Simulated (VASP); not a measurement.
# WS2 in VASP: notebook

WS2 is run at these levels: PBEsol; tasks: single point.

All numbers are computed with VASP 6.6.1; they aren't measurements. Logs are shortened: lines on timing, memory, paths and dates and some standing lists are left out, and cuts for length are marked.

## Step 1: The cell of the first run

The cell holds a slab with vacuum, 6 atoms: a = 3.146 Å, b = 3.146 Å, c = 23.096 Å, α = 90.00°, β = 90.00°, γ = 120.00°.

## Step 2: Single point, PBEsol (strain -0.0200 x Voigt [0, 0, 1, 0, 0, 0])

INCAR reads:

```
PREC = Accurate
ENCUT = 520
EDIFF = 1E-6
ISMEAR = 0
SIGMA = 0.05
LREAL = F
LASPH = T
NELM = 60
ALGO = Normal
ISIF = 2
LWAVE = F
LCHARG = T
GGA = PS
LELF = T
LVHAR = T
NBANDS = 35
```

KPOINTS reads:

```
Automatic mesh
0
Gamma
  12 12 2
```

POSCAR reads:

```
WS2
1.0
    3.1458813836      0.0000000000      0.0000000000
   -1.5729406918      2.7244131955      0.0000000000
    0.0000000000      0.0000000000     23.0961081134
W S
2 4
Direct
    0.3333333333      0.6666666667      0.6345758579
    0.6666666667      0.3333333333      0.3654241421
    0.3333333333      0.6666666667      0.2989469828
    0.6666666667      0.3333333333      0.5680493466
    0.3333333333      0.6666666667      0.4319506534
    0.6666666667      0.3333333333      0.7010530172
```

Potentials or basis: VASP PAW PBE potentials, release 64 (W_sv, S).

On the command line:

```
cat potpaw_PBE.64/W_sv/POTCAR potpaw_PBE.64/S/POTCAR > POTCAR
mpirun -np 1 vasp_std > vasp.out
```

OUTCAR:

```text
PREC = Accurate
   ENCUT = 520
   EDIFF = 1E-6
   ISMEAR = 0
   LREAL = F
   LASPH = T
   NELM = 60
   ISIF = 2
   GGA = PS

 ion  position               nearest neighbor table
   1  0.333  0.667  0.635-   6 2.38   6 2.38   6 2.38   4 2.38   4 2.38   4 2.38
   2  0.667  0.333  0.365-   3 2.38   3 2.38   3 2.38   5 2.38   5 2.38   5 2.38
   3  0.333  0.667  0.299-   2 2.38   2 2.38   2 2.38
   4  0.667  0.333  0.568-   1 2.38   1 2.38   1 2.38
   5  0.333  0.667  0.432-   2 2.38   2 2.38   2 2.38
   6  0.667  0.333  0.701-   1 2.38   1 2.38   1 2.38

  LATTYP: Found a hexagonal cell.
 ALAT       =     3.1458813836
 C/A-ratio  =     7.3416970626

  Lattice vectors:

 A1 = (   3.1458813836,   0.0000000000,   0.0000000000)
 A2 = (  -1.5729406918,   2.7244131955,   0.0000000000)
 A3 = (   0.0000000000,   0.0000000000,  23.0961081134)

Analysis of symmetry for initial positions (statically):
=====================================================================
 Subroutine PRICEL returns:
 Original cell was already a primitive cell.

 Routine SETGRP: Setting up the symmetry group for a
 hexagonal supercell.

 Subroutine GETGRP returns: Found 12 space group operations
 (whereof 12 operations were pure point group operations)
 out of a pool of 24 trial point group operations.

The static configuration has the point symmetry D_3d.

Analysis of symmetry for dynamics (positions and initial velocities):
=====================================================================
 Subroutine PRICEL returns:
 Original cell was already a primitive cell.

 Routine SETGRP: Setting up the symmetry group for a
 hexagonal supercell.

 Subroutine GETGRP returns: Found 12 space group operations
 (whereof 12 operations were pure point group operations)
 out of a pool of 24 trial point group operations.

The dynamic configuration has the point symmetry D_3d.

 Subroutine INISYM returns: Found 12 space group operations
 (whereof 12 operations are pure point group operations),
 and found     1 'primitive' translations

----------------------------------------------------------------------------------------

                                     Primitive cell

  volume of cell :     197.9494

  direct lattice vectors                    reciprocal lattice vectors
     3.145881384  0.000000000  0.000000000     0.317875939  0.183525759  0.000000000
    -1.572940692  2.724413195  0.000000000     0.000000000  0.367051518  0.000000000
[... 98 lines left out ...]
   NFREE  =      0    steps in history (QN), initial steepest desc. (CG)
   ISIF   =      2    stress and relaxation
   ISYM   =      2    0-nonsym 1-usesym 2-fastsym
   POTIM  = 0.5000    time-step for ionic-motion
   TEBEG  =    0.0;   TEEND  =   0.0 temperature during run
   PSTRESS=    0.0 pullay stress
   NELECT =      52.0000    total number of electrons
   NUPDOWN=      -1.0000    fix difference up-down
   EMIN   =  10.00;   EMAX   =-10.00  energy-range for DOS
   EFERMI =   0.00;   METHOD = LEGACY
   ISMEAR =     0;   SIGMA  =   0.05  broadening in eV -4-tet -1-fermi 0-gaus
   EFERMI_NEDOS =   21; number of points for ismear=-14 and -15
   IALGO  =     38    algorithm
   IMIX   =      4    mixing-type and parameters
     AMIX     =   0.40;   BMIX     =  1.00
     AMIX_MAG =   1.60;   BMIX_MAG =  1.00
  volume/ion in A,a.u.               =      32.99       222.64
  Fermi-wavevector in a.u.,A,eV,Ry     =   1.048475  1.981330 14.956870  1.099299
  Thomas-Fermi vector in A             =   2.183398
   LORBIT       =      0    0 simple, 1 ext, 2 COOP (PROOUT), +10 PAW based schemes
   GGA     = PS    functional components
   LHFCALC =     F    Hartree Fock is set to
   AEXX    =    0.0000 exact exchange contribution
   IVDW    =     0    specifies the selected vdW correction
   LEPSILON=     F    determine dielectric tensor
   LRPA    =     F    only Hartree local field effects (RPA)
 non-spin polarized calculation
 Gauss-broadening in eV      SIGMA  =   0.05
  energy-cutoff  :      520.00
  volume of cell :      197.95
 maximum number of plane-waves:      5366
 NGX is ok and might be reduce to    24
   NGX = 11   NGY = 11   NGZ = 85

 number of electron      51.9999994 magnetization

 Free energy of the ion-electron system (eV)
  ---------------------------------------------------
  ext. energy  EPLUGINS =         0.00000000
  ---------------------------------------------------
  free energy    TOTEN  =       -50.48000338 eV

  energy without entropy =      -50.48000338  energy(sigma->0) =      -50.48000338

 E-fermi :   1.7028     XC(G=0):  -6.3372

 val. band max:        1.4094306393   @ k =   0.0000   0.0000   0.0000
 cond. band min:       2.7882852293   @ k =   0.3333   0.3333   0.0000
 fundamental gap:      1.3788545901
 Fermi energy:         1.7027952340

 k-point     1 :       0.0000    0.0000    0.0000
  band No.  band energies     occupation
      1     -72.9076      2.00000
      2     -72.9076      2.00000
      3     -37.2021      2.00000
      4     -37.2021      2.00000
      5     -37.0159      2.00000
      6     -37.0159      2.00000
[... 901 lines left out ...]
     34       5.7712      0.00000
     35       7.5884      0.00000

 [... further k-points ...]

------------------------ aborting loop because EDIFF is reached ----------------------------------------

  FORCE on cell =-STRESS in cart. coord.  units (eV):
  Direction    XX          YY          ZZ          XY          YZ          ZX
  --------------------------------------------------------------------------------------
  -------------------------------------------------------------------------------------
  Total        1.6391290      1.6391290      4.2421826     -0.0000000      0.0000000      0.0000000
  in kB       13.2669045     13.2669045     34.3356935     -0.0000000      0.0000000      0.0000000
  external PRESSURE =      20.2898341 kB  Pullay stress =       0.0000000 kB

 VOLUME and BASIS-vectors are now :
 -----------------------------------------------------------------------------
  energy-cutoff  :      520.00
  volume of cell :      197.95
      direct lattice vectors                 reciprocal lattice vectors
     3.145881384  0.000000000  0.000000000     0.317875939  0.183525759  0.000000000
    -1.572940692  2.724413195  0.000000000     0.000000000  0.367051518  0.000000000
     0.000000000  0.000000000 23.096108113     0.000000000  0.000000000  0.043297338

 POSITION                                       TOTAL-FORCE (eV/Angst)
 -----------------------------------------------------------------------------------
     -0.00000      1.81628     14.65623        -0.000000     -0.000000      0.004217
      1.57294      0.90814      8.43988         0.000000      0.000000     -0.004217
     -0.00000      1.81628      6.90451        -0.000000      0.000000     -0.688120
      1.57294      0.90814     13.11973        -0.000000     -0.000000     -0.673018
     -0.00000      1.81628      9.97638        -0.000000      0.000000      0.673018
      1.57294      0.90814     16.19160        -0.000000     -0.000000      0.688120
 -----------------------------------------------------------------------------------
    total drift:                                0.000000      0.000000      0.000000

  FREE ENERGIE OF THE ION-ELECTRON SYSTEM (eV)
  ---------------------------------------------------
  free  energy   TOTEN  =       -50.4800033756 eV

  energy  without entropy=      -50.4800033756  energy(sigma->0) =      -50.48000338
```

OSZICAR:

```text
N       E                     dE             d eps       ncg     rms          rms(c)
DAV:   1     0.491329871907E+03    0.49133E+03   -0.28049E+04  3084   0.134E+03
DAV:   2    -0.195735837371E+02   -0.51090E+03   -0.49524E+03  3306   0.351E+02
DAV:   3    -0.520147225651E+02   -0.32441E+02   -0.32038E+02  3391   0.866E+01
[... 15 lines left out ...]
DAV:  19    -0.504799791579E+02   -0.24875E-04   -0.71582E-07  2284   0.229E-03    0.474E-03
DAV:  20    -0.504799955835E+02   -0.16426E-04   -0.81093E-07  2349   0.285E-03    0.230E-03
DAV:  21    -0.504800005958E+02   -0.50123E-05   -0.30455E-07  2147   0.140E-03    0.128E-03
DAV:  22    -0.504800032202E+02   -0.26245E-05   -0.10280E-07  1944   0.809E-04    0.107E-03
DAV:  23    -0.504800033756E+02   -0.15532E-06   -0.14030E-08  1645   0.364E-04
   1 F= -.50480003E+02 E0= -.50480003E+02  d E =-.219362E-18
```

stdout:

```text
POSCAR found type information on POSCAR W S
 POSCAR found :  2 types and       6 ions
 scaLAPACK will be used
 -----------------------------------------------------------------------------
|                                                                             |
|                                                                             |
|     You enforced a specific xc type in the INCAR file but a different       |
|     I HOPE YOU KNOW WHAT YOU ARE DOING!                                     |
|                                                                             |
 -----------------------------------------------------------------------------

 LDA part: xc-table for (Slater+PW92), standard interpolation
 POSCAR, INCAR and KPOINTS ok, starting setup
 FFT: planning ... GRIDC
 FFT: planning ... GRID_SOFT
 FFT: planning ... GRID
 WAVECAR not read
 entering main loop
```

Wall time 6 min (1 thread of Intel Xeon 8259CL, shared host); peak memory 0.44 GiB.

What came out:

| Quantity | Value |
| --- | --- |
| Free energy | -50.4800 eV |
| Largest force | 0.688 eV/Å |
| Band gap on the k mesh | 1.38 eV (least direct gap 1.82 eV) |

Forces on the atoms (eV/Å):
```
W    0.000  0.000  0.004
W    0.000  0.000 -0.004
S    0.000  0.000 -0.688
S    0.000  0.000 -0.673
S    0.000  0.000  0.673
S    0.000  0.000  0.688
```

Caveat: the cell differs from its parent crystal (strain -0.0200 x Voigt [0, 0, 1, 0, 0, 0]); there is no dipole correction, which matters where the two faces differ; the PAW data sets were made with another functional, which shifts forces and pressure a little; spin-orbit coupling is left out, which moves the levels of the heavy elements.

(Part 1 of 2 ends here.)
